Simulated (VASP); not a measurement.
# Ga (Fm-3m) in VASP: single point with LDA

Aim: the single point of Ga with LDA.

All numbers are computed with VASP 6.6.1; they aren't measurements. Logs are shortened: lines on timing, memory, paths and dates and some standing lists are left out, and cuts for length are marked.

### 1 The cell of the first run

The structure is cubic, space group Fm-3m (No. 225). The conventional cell has a = 6.933 Å, b = 6.933 Å, c = 6.933 Å, α = 90.00°, β = 90.00°, γ = 90.00°. Ga (site symmetry -43m) has 10 Ga at 3.00 to 3.47 Å within 4.0 Å. Ga (site symmetry m-3m) has 8 Ga at 3.00 Å within 4.0 Å.

### 2 Single point, LDA

Contents of INCAR:

```
SYSTEM = Ga
PREC = Accurate
ENCUT = 500
EDIFF = 1E-6
ISMEAR = -1
SIGMA = 0.02
LREAL = .FALSE.
LASPH = .TRUE.
NELM = 120
ALGO = Normal
ISIF = 2
LWAVE = .FALSE.
LCHARG = .FALSE.
NBANDS = 26
GGA_COMPAT = .FALSE.
```

Contents of KPOINTS:

```
regular mesh
0
G
  6 6 6
  0 0 0
```

Contents of POSCAR:

```
Ga
1.0
    0.0000000000      3.4666300000      3.4666300000
    3.4666300000      0.0000000000      3.4666300000
    3.4666300000      3.4666300000      0.0000000000
Ga
3
Direct
    0.2500000000      0.2500000000      0.2500000000
    0.7500000000      0.7500000000      0.7500000000
    0.5000000000      0.5000000000      0.5000000000
```

Potentials or basis: VASP PAW LDA potentials, release 64 (Ga_d).

Started as:

```sh
$ cat potpaw_LDA.64/Ga_d/POTCAR > POTCAR
$ mpirun -np 1 vasp_std > vasp.out
```

OUTCAR:

```text
SYSTEM = Ga
   PREC = Accurate
   ENCUT = 500
   EDIFF = 1E-6
   ISMEAR = -1
   LREAL = .FALSE.
   LASPH = .TRUE.
   NELM = 120
   ISIF = 2

 ion  position               nearest neighbor table
   1  0.250  0.250  0.250-
   2  0.750  0.750  0.750-
   3  0.500  0.500  0.500-

  LATTYP: Found a face centered cubic cell.
 ALAT       =     6.9332600000

  Lattice vectors:

 A1 = (   0.0000000000,   3.4666300000,   3.4666300000)
 A2 = (   3.4666300000,   0.0000000000,   3.4666300000)
 A3 = (   3.4666300000,   3.4666300000,   0.0000000000)

Analysis of symmetry for initial positions (statically):
=====================================================================
 Subroutine PRICEL returns:
 Original cell was already a primitive cell.

 Routine SETGRP: Setting up the symmetry group for a
 face centered cubic supercell.

 Subroutine GETGRP returns: Found 48 space group operations
 (whereof 48 operations were pure point group operations)
 out of a pool of 48 trial point group operations.

The static configuration has the point symmetry O_h .

Analysis of symmetry for dynamics (positions and initial velocities):
=====================================================================
 Subroutine PRICEL returns:
 Original cell was already a primitive cell.

 Routine SETGRP: Setting up the symmetry group for a
 face centered cubic supercell.

 Subroutine GETGRP returns: Found 48 space group operations
 (whereof 48 operations were pure point group operations)
 out of a pool of 48 trial point group operations.

The dynamic configuration has the point symmetry O_h .

 Subroutine INISYM returns: Found 48 space group operations
 (whereof 48 operations are pure point group operations),
 and found     1 'primitive' translations

----------------------------------------------------------------------------------------

                                     Primitive cell

  volume of cell :      83.3206

  direct lattice vectors                    reciprocal lattice vectors
     0.000000000  3.466630000  3.466630000    -0.144232295  0.144232295  0.144232295
     3.466630000  0.000000000  3.466630000     0.144232295 -0.144232295  0.144232295
     3.466630000  3.466630000  0.000000000     0.144232295  0.144232295 -0.144232295

  length of vectors
     4.902555162  4.902555162  4.902555162     0.249817663  0.249817663  0.249817663

  position of ions in fractional coordinates (direct lattice)
     0.250000000  0.250000000  0.250000000
     0.750000000  0.750000000  0.750000000
     0.500000000  0.500000000  0.500000000

  ion indices of the primitive-cell ions
   primitive index   ion index
                 1           1
                 2           2
                 3           3

----------------------------------------------------------------------------------------

 KPOINTS: regular mesh

Automatic generation of k-mesh.
 Grid dimensions read from file:
 generate k-points for:    6    6    6

 Generating k-lattice:

  Cartesian coordinates                     Fractional coordinates (reciprocal lattice)
    -0.024038716  0.024038716  0.024038716     0.166666667  0.000000000  0.000000000
     0.024038716 -0.024038716  0.024038716     0.000000000  0.166666667  0.000000000
     0.024038716  0.024038716 -0.024038716     0.000000000  0.000000000  0.166666667

  Length of vectors
     0.041636277  0.041636277  0.041636277

  Shift w.r.t. Gamma in fractional coordinates (k-lattice)
     0.000000000  0.000000000  0.000000000

 Subroutine IBZKPT returns following result:
 ===========================================

 Found     16 irreducible k-points:

 Following reciprocal coordinates:
            Coordinates               Weight
  0.000000  0.000000  0.000000      1.000000
  0.166667  0.000000  0.000000      8.000000
  0.333333  0.000000  0.000000      8.000000
  0.500000  0.000000  0.000000      4.000000
  0.166667  0.166667  0.000000      6.000000
  0.333333  0.166667  0.000000     24.000000
[... 8 lines left out ...]
 -0.333333  0.333333  0.166667     24.000000
 -0.333333  0.500000  0.166667     12.000000
   k-points           NKPTS =     16   k-points in BZ     NKDIM =     16   number of bands    NBANDS=     26
   number of dos      NEDOS =    301   number of ions     NIONS =      3
   total plane-waves  NPLWV =  46656
   dimension x,y,z NGX =    36 NGY =   36 NGZ =   36
   dimension x,y,z NGXF=    72 NGYF=   72 NGZF=   72
   ions per type =               3
   NGX,Y,Z   is equivalent  to a cutoff of  12.21, 12.21, 12.21 a.u.
   NGXF,Y,Z  is equivalent  to a cutoff of  24.42, 24.42, 24.42 a.u.
 SYSTEM =  Ga
   PREC   = accura    normal or accurate (medium, high low for compatibility)
   ISTART =      0    job   : 0-new  1-cont  2-samecut
   ICHARG =      2    charge: 1-file 2-atom 10-const
   ISPIN  =      1    spin polarized calculation?
   LNONCOLLINEAR =      F non collinear calculations
   LSORBIT =      F    spin-orbit coupling
   LASPH  =      T    aspherical Exc in radial PAW
   ENCUT  =  500.0 eV  36.75 Ry    6.06 a.u.   8.94  8.94  8.94*2*pi/ulx,y,z
   NELM   =    120;   NELMIN=  2; NELMDL= -5     # of ELM steps
   EDIFF  = 0.1E-05   stopping-criterion for ELM
   LREAL  =      F    real-space projection
   EDIFFG = 0.1E-04   stopping-criterion for IOM
   NSW    =      0    number of steps for IOM
   IBRION =     -1    ionic relax: 0-MD 1-quasi-New 2-CG
   NFREE  =      0    steps in history (QN), initial steepest desc. (CG)
   ISIF   =      2    stress and relaxation
   ISYM   =      2    0-nonsym 1-usesym 2-fastsym
   POTIM  = 0.5000    time-step for ionic-motion
   TEBEG  =    0.0;   TEEND  =   0.0 temperature during run
   PSTRESS=    0.0 pullay stress
   NELECT =      39.0000    total number of electrons
   NUPDOWN=      -1.0000    fix difference up-down
   EMIN   =  10.00;   EMAX   =-10.00  energy-range for DOS
   EFERMI =   0.00;   METHOD = LEGACY
   ISMEAR =    -1;   SIGMA  =   0.02  broadening in eV -4-tet -1-fermi 0-gaus
   EFERMI_NEDOS =   21; number of points for ismear=-14 and -15
   IALGO  =     38    algorithm
   IMIX   =      4    mixing-type and parameters
     AMIX     =   0.40;   BMIX     =  1.00
     AMIX_MAG =   1.60;   BMIX_MAG =  1.00
  volume/ion in A,a.u.               =      27.77       187.43
  Fermi-wavevector in a.u.,A,eV,Ry     =   1.271098  2.402026 21.982783  1.615689
  Thomas-Fermi vector in A             =   2.404049
   LORBIT       =      0    0 simple, 1 ext, 2 COOP (PROOUT), +10 PAW based schemes
   GGA     = CA    functional components
   LHFCALC =     F    Hartree Fock is set to
   AEXX    =    0.0000 exact exchange contribution
   IVDW    =     0    specifies the selected vdW correction
   LEPSILON=     F    determine dielectric tensor
   LRPA    =     F    only Hartree local field effects (RPA)
 non-spin polarized calculation
  energy-cutoff  :      500.00
  volume of cell :       83.32
 maximum number of plane-waves:      2138
   NGX = 17   NGY = 17   NGZ = 17

 number of electron      38.9999999 magnetization

 Free energy of the ion-electron system (eV)
  ---------------------------------------------------
  ext. energy  EPLUGINS =         0.00000000
  ---------------------------------------------------
  free energy    TOTEN  =        -9.53761599 eV

  energy without entropy =       -9.53560976  energy(sigma->0) =       -9.53661288

 E-fermi :   2.0472     XC(G=0):  -9.3466

 val. band max:        1.9955535043   @ k =   0.5000   0.0000   0.0000
 cond. band min:       2.1230342131   @ k =   0.3333   0.0000   0.0000
 fundamental gap:      0.1274807087
 Fermi energy:         2.0471712300

 k-point     1 :       0.0000    0.0000    0.0000
  band No.  band energies     occupation
      1     -12.7124      2.00000
      2     -12.7124      2.00000
      3     -12.6712      2.00000
      4     -12.6712      2.00000
      5     -12.6712      2.00000
      6     -12.6590      2.00000
[... 18 lines left out ...]
     25       7.2001      0.00000
     26       7.2001      0.00000

 k-point     2 :       0.1667    0.0000    0.0000
  band No.  band energies     occupation
      1     -12.7023      2.00000
      2     -12.7023      2.00000
      3     -12.6880      2.00000
      4     -12.6832      2.00000
      5     -12.6832      2.00000
      6     -12.6488      2.00000
[... 18 lines left out ...]
     25       6.8826      0.00000
     26       6.9145      0.00000

 k-point     3 :       0.3333    0.0000    0.0000
  band No.  band energies     occupation
      1     -12.6971      2.00000
      2     -12.6971      2.00000
      3     -12.6899      2.00000
      4     -12.6756      2.00000
      5     -12.6756      2.00000
      6     -12.6387      2.00000
[... 18 lines left out ...]
     25       7.6333      0.00000
     26       7.6333      0.00000

 k-point     4 :       0.5000    0.0000    0.0000
  band No.  band energies     occupation
      1     -12.7025      2.00000
      2     -12.7025      2.00000
      3     -12.6825      2.00000
      4     -12.6499      2.00000
      5     -12.6499      2.00000
      6     -12.6351      2.00000
[... 18 lines left out ...]
     25       8.7857      0.00000
     26       8.7867      0.00000
[... 264 lines left out ...]
      1     -12.7053      2.00000
      2     -12.7012      2.00000
      3     -12.6801      2.00000
      4     -12.6753      2.00000
      5     -12.6679      2.00000
      6     -12.6402      2.00000
[... 18 lines left out ...]
     25       7.8870      0.00000
     26       8.3562      0.00000

 k-point    15 :      -0.3333    0.3333    0.1667
  band No.  band energies     occupation
      1     -12.7039      2.00000
      2     -12.6982      2.00000
      3     -12.6901      2.00000
      4     -12.6625      2.00000
      5     -12.6576      2.00000
      6     -12.6490      2.00000
[... 18 lines left out ...]
     25       7.5663      0.00000
     26       9.4109      0.00000

 k-point    16 :      -0.3333    0.5000    0.1667
  band No.  band energies     occupation
      1     -12.7039      2.00000
      2     -12.7030      2.00000
      3     -12.6881      2.00000
      4     -12.6751      2.00000
      5     -12.6598      2.00000
      6     -12.6474      2.00000
[... 18 lines left out ...]
     25       8.7189      0.00000
     26       9.2485      0.00000

------------------------ aborting loop because EDIFF is reached ----------------------------------------

  FORCE on cell =-STRESS in cart. coord.  units (eV):
  Direction    XX          YY          ZZ          XY          YZ          ZX
  --------------------------------------------------------------------------------------
  -------------------------------------------------------------------------------------
  Total       -4.6688145     -4.6688145     -4.6688145      0.0000000     -0.0000000      0.0000000
  in kB      -89.7769256    -89.7769256    -89.7769256      0.0000000     -0.0000000      0.0000000
  external PRESSURE =     -89.7769256 kB  Pullay stress =       0.0000000 kB

 VOLUME and BASIS-vectors are now :
 -----------------------------------------------------------------------------
  energy-cutoff  :      500.00
  volume of cell :       83.32
      direct lattice vectors                 reciprocal lattice vectors
     0.000000000  3.466630000  3.466630000    -0.144232295  0.144232295  0.144232295
     3.466630000  0.000000000  3.466630000     0.144232295 -0.144232295  0.144232295
     3.466630000  3.466630000  0.000000000     0.144232295  0.144232295 -0.144232295

 POSITION                                       TOTAL-FORCE (eV/Angst)
 -----------------------------------------------------------------------------------
      1.73331      1.73331      1.73331         0.000000     -0.000000     -0.000000
      5.19994      5.19994      5.19994        -0.000000     -0.000000      0.000000
      3.46663      3.46663      3.46663         0.000000      0.000000      0.000000
 -----------------------------------------------------------------------------------
    total drift:                                0.000000      0.000000      0.000000

  FREE ENERGIE OF THE ION-ELECTRON SYSTEM (eV)
  ---------------------------------------------------
  free  energy   TOTEN  =        -9.5376159905 eV

  energy  without entropy=       -9.5356097597  energy(sigma->0) =       -9.53661288
```

It took 24 s on 1 thread of Intel Xeon Platinum 8375C at 2.90GHz (Ice Lake), shared host; peak memory 0.17 GiB.

What came out:

```yaml
Free_energy: -9.5376 eV
Pressure: -9.0 GPa
```

Levels at points of the mesh, in eV from the Fermi level:
```tsv
k point	band 18	band 19	band 20	band 21	band 22	band 23
(0.00, 0.00, 0.00)	-0.42	1.05	1.05	1.05	1.42	1.42
(0.50, 0.00, 0.00)	-2.28	-0.05	-0.05	1.70	1.75	1.75
(0.50, 0.50, 0.00)	-3.92	-1.64	-1.64	0.78	5.70	5.70
```
